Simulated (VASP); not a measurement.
Here is a VASP 6.6.1 calculation.

File INCAR:

```
ALGO = Normal
EDIFF = 1E-6
ENCUT = 400
GGA = PE
GGA_COMPAT = F
ISIF = 2
ISMEAR = 0
ISPIN = 2
LASPH = T
LCHARG = T
LELF = T
LORBIT = 11
LREAL = F
LVHAR = T
LWAVE = F
MAGMOM = 0.5
NBANDS = 12
NELM = 200
PREC = Accurate
SIGMA = 0.05
```

Contents of KPOINTS:

```
k-points
0
Gamma
  1 1 25
```

POSCAR

```
Al
1.0
    9.0000000000      0.0000000000      0.0000000000
    0.0000000000      9.3000000000      0.0000000000
    0.0000000000      0.0000000000      2.4185801765
Al
1
Direct
    0.5000000000      0.5000000000      0.0000000000
```

Potentials or basis: VASP PAW PBE potentials, release 64 (Al).

Run with:

```console
$ cat potpaw_PBE.64/Al/POTCAR > POTCAR
$ mpirun -np 1 vasp_std > vasp.out
```

(1) Estimate the net moment.

## Answers

(1) 0.12 μB per cell.
